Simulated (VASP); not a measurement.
Set up this calculation in VASP 6.6.1, as the native input.

| Property | Result |
| --- | --- |
| Task | single point |
| Functional | PBE |
| Potentials or basis | VASP PAW PBE potentials, release 64 (Mg, Ge_d, N) |
| Cutoff | 520 eV |
| k mesh | 6 × 6 × 2 |
| Occupations | gaussian, width 0.2 eV |
| Spin | no spin polarisation |
| Dipole correction | no |
| Further INCAR settings | ALGO = Normal; EDIFF = 1e-06; NBANDS = 48 |

The structure of MgGe5N lies in POSCAR:

```
MgGe5N
1.0
    3.8510617171      0.0000000000      0.0000000000
   -1.9255308586      3.3351172785      0.0000000000
    0.0000000000      0.0000000000     10.0814527387
Mg Ge N
1 5 1
Direct
    0.0000000000      1.0000000000      0.0000000000
    0.3333333333      0.6666666667      0.7946562020
    0.3333333333      0.6666666667      0.2053437980
    0.6666666667      0.3333333333      0.3280079316
    0.6666666667      0.3333333333      0.6719920684
    0.0000000000      1.0000000000      0.5000000000
    0.3333333333      0.6666666667      0.0000000000
```

These files were run (other wordings do the same):

INCAR

```
SYSTEM = MgGe5N
PREC     = Accurate       ! precision mode
ENCUT    = 520            ! plane-wave cutoff, eV
EDIFF    = 1E-6           ! SCF threshold, eV
ISMEAR   = 0              ! smearing method
SIGMA    = 0.2            ! smearing width, eV
LREAL    = .FALSE.        ! projectors in reciprocal space
LASPH    = .TRUE.         ! aspherical terms in the spheres
NELM     = 80             ! most SCF steps
ALGO     = Normal         ! electronic algorithm
ISIF     = 2              ! what is computed and relaxed
LWAVE    = .FALSE.        ! write WAVECAR
LCHARG   = .FALSE.        ! write CHGCAR
GGA      = PE             ! functional
NBANDS   = 48             ! bands
```

KPOINTS

```
Automatic mesh
0
G
  6 6 2
  0 0 0
```

Potentials or basis: VASP PAW PBE potentials, release 64 (Mg, Ge_d, N).

Launch:

```console
$ cat potpaw_PBE.64/Mg/POTCAR potpaw_PBE.64/Ge_d/POTCAR potpaw_PBE.64/N/POTCAR > POTCAR
$ mpirun -np 1 vasp_std > vasp.out
```

Results of the run:

* Pressure: 0.1 GPa
* Largest force: 0.065 eV/Å
* Band gap on the k mesh: zero (an odd number of electrons rules out a gap without spin polarisation)

Caveat: an odd number of electrons without spin polarisation forces a metal; a magnetic or distorted state may lie lower.

It took 2.8 min on 1 thread of Intel Xeon 8259CL, on a shared host, peak memory 0.29 GiB.
